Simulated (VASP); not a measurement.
CaMg, 2 atoms in the cell. It takes space group P4/mmm (No. 123, tetragonal). The conventional cell has a = 4.027 Å, b = 4.027 Å, c = 3.862 Å, α = 90.00°, β = 90.00°, γ = 90.00°. Ca (site symmetry 4/mmm) has 8 Mg at 3.44 Å and 6 Ca at 3.86 to 4.03 Å within 4.5 Å. Within 4.5 Å of Mg (site symmetry 4/mmm) lie 8 Ca at 3.44 Å and 6 Mg at 3.86 to 4.03 Å. 

| Quantity | Value |
| --- | --- |
| Program | VASP 6.6.1 |
| Task | single point |
| Functional | PBEsol |
| Dispersion | D4 |
| Potentials or basis | VASP PAW PBE potentials, release 64 (Ca_sv, Mg) |
| Cutoff | 520 eV |
| k mesh | 6 × 6 × 6 |
| Occupations | fermi-dirac, width 0.1 eV |
| Spin | no spin polarisation |
| Dipole correction | no |
| Further INCAR settings | ALGO = Normal; EDIFF = 1e-06; NBANDS = 13 |

Potentials or basis: VASP PAW PBE potentials, release 64 (Ca_sv, Mg).

Command:

```sh
$ cat potpaw_PBE.64/Ca_sv/POTCAR potpaw_PBE.64/Mg/POTCAR > POTCAR
$ mpirun -np 1 vasp_std > vasp.out
```

Hardware: 1 thread of AMD EPYC 7R13 Processor (Zen 3) (shared host).

Question: Estimate the wall time of this run.

Answer: It took 23 s on 1 thread of AMD EPYC 7R13 Processor (Zen 3) (shared host), peak memory 0.16 GiB. Counts: scf iterations 11, k points 40.
